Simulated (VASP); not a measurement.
# CeO2 (Fm-3m) in VASP: further runs

Runs on CeO2. Level: PBE+U. Tasks: single point.

Everything below comes from runs of VASP 6.6.1. Logs are shortened: lines on timing, memory, paths and dates and some standing lists are left out, and cuts for length are marked.

### 1 The cell of the first run

Symmetry: Fm-3m, No. 225, cubic system. Conventional cell: a = 5.407 Å, b = 5.407 Å, c = 5.407 Å, α = 90.00°, β = 90.00°, γ = 90.00°. Ce (site symmetry m-3m) has 8 O at 2.34 Å within 3.1 Å. O (site symmetry -43m) has 4 Ce at 2.34 Å and 6 O at 2.70 Å within 3.1 Å.

### 2 Single point, PBE+U

The input, INCAR:

```
SYSTEM = CeO2
  ALGO = Normal
  EDIFF = 1E-6
  ENCUT = 520
  GGA = PE
  ISIF = 2
  ISMEAR = 0
  LASPH = .True.
  LCHARG = .True.
  LDAU = .True.
  LDAUJ = 0 0
  LDAUL = 3 -1
  LDAUPRINT = 1
  LDAUTYPE = 2
  LDAUU = 5 0
  LELF = .True.
  LMAXMIX = 6
  LREAL = .False.
  LVHAR = .True.
  LWAVE = .False.
  NBANDS = 19
  NELM = 150
  PREC = Accurate
  SIGMA = 0.05
```

The input, KPOINTS:

```
k-points
0
Gamma
  12 12 12
  0 0 0
```

The input, POSCAR:

```
CeO2
1.0
    0.0000000000      2.7036500000      2.7036500000
    2.7036500000      0.0000000000      2.7036500000
    2.7036500000      2.7036500000      0.0000000000
Ce O
1 2
Direct
    0.0000000000      0.0000000000      0.0000000000
    0.2500000000      0.2500000000      0.2500000000
    0.7500000000      0.7500000000      0.7500000000
```

Potentials or basis: VASP PAW PBE potentials, release 64 (Ce, O).

Run with:

```bash
cat potpaw_PBE.64/Ce/POTCAR potpaw_PBE.64/O/POTCAR > POTCAR
mpirun -np 1 vasp_std > vasp.out
```

OUTCAR:

```text
SYSTEM = CeO2
   EDIFF = 1E-6
   ENCUT = 520
   GGA = PE
   ISIF = 2
   ISMEAR = 0
   LASPH = .True.
   LREAL = .False.
   NELM = 150
   PREC = Accurate

 ion  position               nearest neighbor table
   1  0.000  0.000  0.000-   3 2.34   3 2.34   3 2.34   2 2.34   3 2.34   2 2.34   2 2.34   2 2.34

   2  0.250  0.250  0.250-   1 2.34   1 2.34   1 2.34   1 2.34
   3  0.750  0.750  0.750-   1 2.34   1 2.34   1 2.34   1 2.34

  LATTYP: Found a face centered cubic cell.
 ALAT       =     5.4073000000

  Lattice vectors:

 A1 = (   0.0000000000,   2.7036500000,   2.7036500000)
 A2 = (   2.7036500000,   0.0000000000,   2.7036500000)
 A3 = (   2.7036500000,   2.7036500000,   0.0000000000)

Analysis of symmetry for initial positions (statically):
=====================================================================
 Subroutine PRICEL returns:
 Original cell was already a primitive cell.

 Routine SETGRP: Setting up the symmetry group for a
 face centered cubic supercell.

 Subroutine GETGRP returns: Found 48 space group operations
 (whereof 48 operations were pure point group operations)
 out of a pool of 48 trial point group operations.

The static configuration has the point symmetry O_h .

Analysis of symmetry for dynamics (positions and initial velocities):
=====================================================================
 Subroutine PRICEL returns:
 Original cell was already a primitive cell.

 Routine SETGRP: Setting up the symmetry group for a
 face centered cubic supercell.

 Subroutine GETGRP returns: Found 48 space group operations
 (whereof 48 operations were pure point group operations)
 out of a pool of 48 trial point group operations.

The dynamic configuration has the point symmetry O_h .

 Subroutine INISYM returns: Found 48 space group operations
 (whereof 48 operations are pure point group operations),
 and found     1 'primitive' translations

----------------------------------------------------------------------------------------

                                     Primitive cell

  volume of cell :      39.5259

  direct lattice vectors                    reciprocal lattice vectors
     0.000000000  2.703650000  2.703650000    -0.184935180  0.184935180  0.184935180
     2.703650000  0.000000000  2.703650000     0.184935180 -0.184935180  0.184935180
     2.703650000  2.703650000  0.000000000     0.184935180  0.184935180 -0.184935180

  length of vectors
     3.823538498  3.823538498  3.823538498     0.320317128  0.320317128  0.320317128

  position of ions in fractional coordinates (direct lattice)
     0.000000000  0.000000000  0.000000000
     0.250000000  0.250000000  0.250000000
     0.750000000  0.750000000  0.750000000

  ion indices of the primitive-cell ions
   primitive index   ion index
                 1           1
                 2           2
                 3           3

[... 89 lines left out ...]
   IMIX   =      4    mixing-type and parameters
     AMIX     =   0.40;   BMIX     =  1.00
     AMIX_MAG =   1.60;   BMIX_MAG =  1.00
  volume/ion in A,a.u.               =      13.18        88.91
  Fermi-wavevector in a.u.,A,eV,Ry     =   1.386282  2.619692 26.147357  1.921777
  Thomas-Fermi vector in A             =   2.510612
   LORBIT       =      0    0 simple, 1 ext, 2 COOP (PROOUT), +10 PAW based schemes
 LDA+U is selected, type is set to LDAUTYPE =  2
   angular momentum for each species LDAUL =     3   -1
   U (eV)           for each species LDAUU =   5.0  0.0
   J (eV)           for each species LDAUJ =   0.0  0.0
   GGA     = PE    functional components
   LHFCALC =     F    Hartree Fock is set to
   AEXX    =    0.0000 exact exchange contribution
   IVDW    =     0    specifies the selected vdW correction
   LEPSILON=     F    determine dielectric tensor
   LRPA    =     F    only Hartree local field effects (RPA)
 non-spin polarized calculation
 Gauss-broadening in eV      SIGMA  =   0.05
  energy-cutoff  :      520.00
  volume of cell :       39.53
 maximum number of plane-waves:      1090
   NGX = 15   NGY = 15   NGZ = 15

atom =   1  type =  1  l = 3

 onsite density matrix

spin component  1

  0.0402  0.0000  0.0102  0.0000  0.0000 -0.0000  0.0000
  0.0000  0.1404  0.0000 -0.0000  0.0000 -0.0000 -0.0000
  0.0102  0.0000  0.0349 -0.0000  0.0000 -0.0000  0.0000
  0.0000 -0.0000 -0.0000  0.0481  0.0000  0.0000 -0.0000
  0.0000  0.0000  0.0000  0.0000  0.0349  0.0000 -0.0102
 -0.0000 -0.0000 -0.0000  0.0000  0.0000  0.0270 -0.0000
  0.0000 -0.0000  0.0000 -0.0000 -0.0102 -0.0000  0.0402

spin component  2

  0.0402  0.0000  0.0102  0.0000  0.0000 -0.0000  0.0000
  0.0000  0.1404  0.0000 -0.0000  0.0000 -0.0000 -0.0000
  0.0102  0.0000  0.0349 -0.0000  0.0000 -0.0000  0.0000
  0.0000 -0.0000 -0.0000  0.0481  0.0000  0.0000 -0.0000
  0.0000  0.0000  0.0000  0.0000  0.0349  0.0000 -0.0102
 -0.0000 -0.0000 -0.0000  0.0000  0.0000  0.0270 -0.0000
  0.0000 -0.0000  0.0000 -0.0000 -0.0102 -0.0000  0.0402

 occupancies and eigenvectors

  o =  0.0270  v =  0.6124  0.0000 -0.7906 -0.0000  0.0021 -0.0002  0.0017  0.0000  0.0000  0.0000  0.0000  0.0000  0.0000  0.0000      0.0000  0.0000  0.0000  0.0000  0.0000  0.0000  0.0000  0.0000  0.0000  0.0000  0.0000  0.0000  0.0000  0.0000
  o =  0.0270  v =  0.0000  0.0000  0.0000  0.0000  0.0000  0.0000  0.0000  0.6124  0.0000 -0.7906 -0.0000  0.0021 -0.0002  0.0017      0.0000  0.0000  0.0000  0.0000  0.0000  0.0000  0.0000  0.0000  0.0000  0.0000  0.0000  0.0000  0.0000  0.0000
  o =  0.0270  v = -0.0017  0.0000  0.0021 -0.0000  0.7906  0.0007  0.6124  0.0000  0.0000  0.0000  0.0000  0.0000  0.0000  0.0000      0.0000  0.0000  0.0000  0.0000  0.0000  0.0000  0.0000  0.0000  0.0000  0.0000  0.0000  0.0000  0.0000  0.0000
  o =  0.0270  v =  0.0000  0.0000  0.0000  0.0000  0.0000  0.0000  0.0000 -0.0017  0.0000  0.0021 -0.0000  0.7906  0.0007  0.6124      0.0000  0.0000  0.0000  0.0000  0.0000  0.0000  0.0000  0.0000  0.0000  0.0000  0.0000  0.0000  0.0000  0.0000
  o =  0.0270  v = -0.0001  0.0000  0.0002  0.0000  0.0006 -1.0000  0.0005  0.0000  0.0000  0.0000  0.0000  0.0000  0.0000  0.0000      0.0000  0.0000  0.0000  0.0000  0.0000  0.0000  0.0000  0.0000  0.0000  0.0000  0.0000  0.0000  0.0000  0.0000
  o =  0.0270  v =  0.0000  0.0000  0.0000  0.0000  0.0000  0.0000  0.0000 -0.0001  0.0000  0.0002  0.0000  0.0006 -1.0000  0.0005      0.0000  0.0000  0.0000  0.0000  0.0000  0.0000  0.0000  0.0000  0.0000  0.0000  0.0000  0.0000  0.0000  0.0000
  o =  0.0481  v =  0.0006 -0.0000  0.0005  1.0000  0.0014 -0.0000 -0.0018  0.0000  0.0000  0.0000  0.0000  0.0000  0.0000  0.0000      0.0000  0.0000  0.0000  0.0000  0.0000  0.0000  0.0000  0.0000  0.0000  0.0000  0.0000  0.0000  0.0000  0.0000
  o =  0.0481  v =  0.0000  0.0000  0.0000  0.0000  0.0000  0.0000  0.0000  0.0006 -0.0000  0.0005  1.0000  0.0014 -0.0000 -0.0018      0.0000  0.0000  0.0000  0.0000  0.0000  0.0000  0.0000  0.0000  0.0000  0.0000  0.0000  0.0000  0.0000  0.0000
  o =  0.0481  v =  0.0000  0.0000  0.0000  0.0000  0.0000  0.0000  0.0000 -0.0055 -0.0000 -0.0042 -0.0023  0.6124  0.0000 -0.7905      0.0000  0.0000  0.0000  0.0000  0.0000  0.0000  0.0000  0.0000  0.0000  0.0000  0.0000  0.0000  0.0000  0.0000
  o =  0.0481  v = -0.0055 -0.0000 -0.0042 -0.0023  0.6124  0.0000 -0.7905  0.0000  0.0000  0.0000  0.0000  0.0000  0.0000  0.0000      0.0000  0.0000  0.0000  0.0000  0.0000  0.0000  0.0000  0.0000  0.0000  0.0000  0.0000  0.0000  0.0000  0.0000
  o =  0.0481  v =  0.0000  0.0000  0.0000  0.0000  0.0000  0.0000  0.0000  0.7906 -0.0000  0.6124 -0.0008  0.0042 -0.0000 -0.0055      0.0000  0.0000  0.0000  0.0000  0.0000  0.0000  0.0000  0.0000  0.0000  0.0000  0.0000  0.0000  0.0000  0.0000
  o =  0.0481  v =  0.7906 -0.0000  0.6124 -0.0008  0.0042 -0.0000 -0.0055  0.0000  0.0000  0.0000  0.0000  0.0000  0.0000  0.0000      0.0000  0.0000  0.0000  0.0000  0.0000  0.0000  0.0000  0.0000  0.0000  0.0000  0.0000  0.0000  0.0000  0.0000
  o =  0.1404  v =  0.0000  0.0000  0.0000  0.0000  0.0000  0.0000  0.0000  0.0000  1.0000  0.0000  0.0000  0.0000  0.0000 -0.0000      0.0000  0.0000  0.0000  0.0000  0.0000  0.0000  0.0000  0.0000  0.0000  0.0000  0.0000  0.0000  0.0000  0.0000
  o =  0.1404  v =  0.0000  1.0000  0.0000  0.0000  0.0000  0.0000 -0.0000  0.0000  0.0000  0.0000  0.0000  0.0000  0.0000  0.0000      0.0000  0.0000  0.0000  0.0000  0.0000  0.0000  0.0000  0.0000  0.0000  0.0000  0.0000  0.0000  0.0000  0.0000

 number of electron      23.9999996 magnetization

 Free energy of the ion-electron system (eV)
  ---------------------------------------------------
  ext. energy  EPLUGINS =         0.00000000
  ---------------------------------------------------
  free energy    TOTEN  =       -24.25555535 eV

  energy without entropy =      -24.25555535  energy(sigma->0) =      -24.25555535

 E-fermi :   5.9290     XC(G=0): -11.3636

 val. band max:        5.6974272370   @ k =  -0.2500   0.2500   0.0000
 cond. band min:       8.1249653634   @ k =   0.5000   0.0000   0.0000
 fundamental gap:      2.4275381265
 Fermi energy:         5.9290497477

 k-point     1 :       0.0000    0.0000    0.0000
  band No.  band energies     occupation
      1     -27.7805      2.00000
      2     -10.7612      2.00000
      3      -9.7850      2.00000
      4      -9.7850      2.00000
      5      -9.7850      2.00000
      6      -9.6805      2.00000
[... 505 lines left out ...]
      6      -7.2276      2.00000
[... 11 lines left out ...]
     18       8.8387      0.00000
     19       8.8720      0.00000

 [... further k-points ...]

------------------------ aborting loop because EDIFF is reached ----------------------------------------

  FORCE on cell =-STRESS in cart. coord.  units (eV):
  Direction    XX          YY          ZZ          XY          YZ          ZX
  --------------------------------------------------------------------------------------
  -------------------------------------------------------------------------------------
  Total        2.6098223      2.6098223      2.6098223     -0.0000000      0.0000000      0.0000000
  in kB      105.7889052    105.7889052    105.7889052     -0.0000000      0.0000000      0.0000000
  external PRESSURE =     105.7889052 kB  Pullay stress =       0.0000000 kB

 VOLUME and BASIS-vectors are now :
 -----------------------------------------------------------------------------
  energy-cutoff  :      520.00
  volume of cell :       39.53
      direct lattice vectors                 reciprocal lattice vectors
     0.000000000  2.703650000  2.703650000    -0.184935180  0.184935180  0.184935180
     2.703650000  0.000000000  2.703650000     0.184935180 -0.184935180  0.184935180
     2.703650000  2.703650000  0.000000000     0.184935180  0.184935180 -0.184935180

 POSITION                                       TOTAL-FORCE (eV/Angst)
 -----------------------------------------------------------------------------------
      0.00000      0.00000      0.00000         0.000000     -0.000000     -0.000000
      1.35183      1.35183      1.35183         0.000000      0.000000      0.000000
      4.05548      4.05548      4.05548        -0.000000     -0.000000     -0.000000
 -----------------------------------------------------------------------------------
    total drift:                                0.000000      0.000000      0.000000

  FREE ENERGIE OF THE ION-ELECTRON SYSTEM (eV)
  ---------------------------------------------------
  free  energy   TOTEN  =       -24.2555553547 eV

  energy  without entropy=      -24.2555553547  energy(sigma->0) =      -24.25555535
```

Wall time 46 s (1 thread of Intel Xeon 6975P-C (Granite Rapids), shared host); peak memory 0.2 GiB.

What came out:

```yaml
Free_energy: -24.2556 eV
Pressure: 10.6 GPa
Band_gap_on_the_k_mesh: 2.43 eV, indirect (least direct gap 2.64 eV)
```

Eigenvalues of the final occupation matrices:
```csv
site,spin,trace,eigenvalues
site 1 f,1,0.37,0.03 0.03 0.03 0.05 0.05 0.05 0.14
site 1 f,2,0.37,0.03 0.03 0.03 0.05 0.05 0.05 0.14
```

Caveat: spin-orbit coupling is left out, which moves the levels of the heavy elements. A k mesh can miss the band edges.

### 3 Single point, PBE+U

This run uses another cell than the first one, of 13.65 Å³/atom, 1.036 times its volume.

The input, INCAR:

```
PREC = Accurate ; ENCUT = 520
EDIFF = 1E-6 ; ISMEAR = 0
SIGMA = 0.05 ; LREAL = False
LASPH = True ; NELM = 150
ALGO = Normal ; ISIF = 2
LWAVE = False ; LCHARG = False
LMAXMIX = 6 ; LDAU = True
LDAUTYPE = 2 ; LDAUL = 3 -1
LDAUU = 5 0 ; LDAUJ = 0 0
LDAUPRINT = 1 ; GGA = PE
NBANDS = 19
```

The input, KPOINTS:

```
Automatic mesh
0
Gamma
  12 12 12
```

The input, POSCAR:

```
CeO2
1.0
    0.0000000000      2.7359130209      2.7359130209
    2.7359130209      0.0000000000      2.7359130209
    2.7359130209      2.7359130209      0.0000000000
Ce O
1 2
Direct
    0.0000000000      0.0000000000      0.0000000000
    0.2500000000      0.2500000000      0.2500000000
    0.7500000000      0.7500000000      0.7500000000
```

Potentials or basis: VASP PAW PBE potentials, release 64 (Ce, O).

Run with:

```bash
cat potpaw_PBE.64/Ce/POTCAR potpaw_PBE.64/O/POTCAR > POTCAR
mpirun -np 1 vasp_std > vasp.out
```

It took 60 s on 1 thread of Intel Xeon 6975P-C (Granite Rapids), shared host; peak memory 0.23 GiB.

The run converged. Its results:

- Free energy: -24.3178 eV
- Pressure: 3.0 GPa
- Band gap on the k mesh: 2.30 eV, indirect (least direct gap 2.50 eV)

Levels at points of the mesh, in eV from the valence-band top:
```
           k point  band 8  band 9  band 10  band 11  band 12  band 13  band 14  band 15  band 16  band 17
(0.00, 0.00, 0.00)   -3.86   -3.86    -0.44    -0.44    -0.44     2.47     2.81     2.81     2.81     3.19
(0.50, 0.00, 0.00)   -3.00   -1.31    -1.28    -0.73    -0.73     2.30     2.62     2.62     2.82     2.84
(0.50, 0.50, 0.00)   -1.27   -1.27    -0.84    -0.84    -0.48     2.54     2.54     2.55     2.67     3.02
```

Eigenvalues of the final occupation matrices:
```tsv
site	spin	trace	eigenvalues
site 1 f	1	0.36	0.03 0.03 0.03 0.05 0.05 0.05 0.14
site 1 f	2	0.36	0.03 0.03 0.03 0.05 0.05 0.05 0.14
```

Caveat: spin-orbit coupling is left out, which moves the levels of the heavy elements.

### 4 Single point, PBE+U

This run uses another cell than the first one, of 13.79 Å³/atom, 1.047 times its volume.

The input, INCAR:

```
PREC     = Accurate       # precision mode
ENCUT    = 520            # plane-wave cutoff, eV
EDIFF    = 1E-6           # SCF threshold, eV
ISMEAR   = 0              # smearing method
SIGMA    = 0.05           # smearing width, eV
LREAL    = False          # projectors in reciprocal space
LASPH    = True           # aspherical terms in the spheres
NELM     = 150            # most SCF steps
ALGO     = Normal         # electronic algorithm
ISIF     = 2              # what is computed and relaxed
LWAVE    = False          # write WAVECAR
LCHARG   = False          # write CHGCAR
LMAXMIX  = 6              # l up to which the mixer works
LDAU     = True           # DFT+U
LDAUTYPE = 2            
LDAUL    = 3 -1           # shell
LDAUU    = 5 0            # U, eV
LDAUJ    = 0 0          
LDAUPRINT= 1            
GGA      = PE             # functional
NBANDS   = 19             # bands
```

KPOINTS is that of step 3.

The input, POSCAR:

```
CeO2
1.0
    0.0000000000      2.7449933382      2.7449933382
    2.7449933382      0.0000000000      2.7449933382
    2.7449933382      2.7449933382      0.0000000000
Ce O
1 2
Direct
    0.0000000000      0.0000000000      0.0000000000
    0.2500000000      0.2500000000      0.2500000000
    0.7500000000      0.7500000000      0.7500000000
```

Run with:

```bash
cat potpaw_PBE.64/Ce/POTCAR potpaw_PBE.64/O/POTCAR > POTCAR
mpirun -np 1 vasp_std > vasp.out
```

Run time: 58 s. Hardware: 1 thread of Intel Xeon 6975P-C (Granite Rapids), shared host; peak memory 0.22 GiB.

Results (log left out):

- Free energy: -24.3238 eV
- Pressure: 1.1 GPa
- Band gap on the k mesh: 2.27 eV, indirect (least direct gap 2.47 eV)

Levels at points of the mesh, in eV from the valence-band top:
```csv
k point,band 9,band 10,band 11,band 12,band 13,band 14,band 15,band 16
"(0.00, 0.00, 0.00)",-3.80,-0.42,-0.42,-0.42,2.42,2.77,2.77,2.77
"(0.50, 0.00, 0.00)",-1.30,-1.26,-0.72,-0.72,2.27,2.58,2.58,2.78
"(0.50, 0.50, 0.00)",-1.27,-0.81,-0.81,-0.46,2.50,2.50,2.52,2.63
```

Eigenvalues of the final occupation matrices:
| site | spin | trace | eigenvalues |
| --- | --- | --- | --- |
| site 1 f | 1 | 0.36 | 0.03 0.03 0.03 0.05 0.05 0.05 0.14 |
| site 1 f | 2 | 0.36 | 0.03 0.03 0.03 0.05 0.05 0.05 0.14 |

Caveat: spin-orbit coupling is left out, which moves the levels of the heavy elements. A k mesh can miss the band edges.

### 5 The runs side by side

```csv
cell,gap on the mesh (eV),pressure (GPa)
"a = 3.824 Å, angles 60.0°, 3 atoms",2.43,10.6
"a = 3.869 Å, angles 60.0°, 3 atoms",2.30,3.0
"a = 3.882 Å, angles 60.0°, 3 atoms",2.27,1.1
```

Alike in all rows: task single point; level PBE+U; potentials or basis VASP PAW PBE potentials, release 64 (Ce, O); no spin polarisation; Ce f U = 5.0 eV; k mesh 12 × 12 × 12; cutoff (eV) 520; smearing gaussian 0.05 eV.

Caveats: spin-orbit coupling is left out, which moves the levels of the heavy elements.

Absolute energies hang on the potentials; compare differences alone.
